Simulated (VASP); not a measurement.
The system is Li.

```
Li
1.0
    -1.91157    1.91157    1.91157
     1.91157   -1.91157    1.91157
     1.91157    1.91157   -1.91157
Li
1
Direct
  0.00000 0.00000 0.00000
```

- Program: VASP 6.6.1
- Task: relaxation of cell and atoms
- Functional: PBEsol
- Potentials or basis: VASP PAW PBE potentials, release 64 (Li_sv)
- Cutoff: 600 eV
- k mesh: 16 × 16 × 16
- Occupations: gaussian, width 0.1 eV
- Spin: no spin polarisation

At the start: pressure -2.7 GPa; volume 27.94 Å³/atom.

Task: How do energy, volume and symmetry change on relaxing?

Result: Over 6 steps the energy falls by 84.5 meV/atom and the volume is 20.06 Å³/atom (-28.2 %); space group Im-3m (No. 229, to 0.1 Å) before and after.

The path:
| step | energy change (eV) | largest force (eV/Å) | pressure (GPa) | volume (Å³) |
| --- | --- | --- | --- | --- |
| 1 | 0.0000 | 0.0000 | -2.68 | 27.94 |
| 2 | -0.0294 | 0.0000 | -2.41 | 26.09 |
| 3 | -0.0747 | 0.0000 | -1.29 | 22.32 |
| 4 | -0.0299 | 0.0000 | 4.95 | 15.90 |
| 5 | -0.0842 | 0.0000 | -0.27 | 20.46 |
| 6 | -0.0845 | 0.0000 | 0.00 | 20.06 |

Final structure:
```
CELL_PARAMETERS angstrom
-1.71179 1.71179 1.71179
1.71179 -1.71179 1.71179
1.71179 1.71179 -1.71179
ATOMIC_POSITIONS crystal
Li 0.00000 0.00000 0.00000
```

Caveat: the cutoff is under 1.25 times the usual one of these potentials, so pressure, stress and relaxed cells hold a basis-set (Pulay) error; the volume moved by over 15 % at a fixed basis, so the end points are rough; the PAW data sets were made with another functional, which shifts forces and pressure a little.
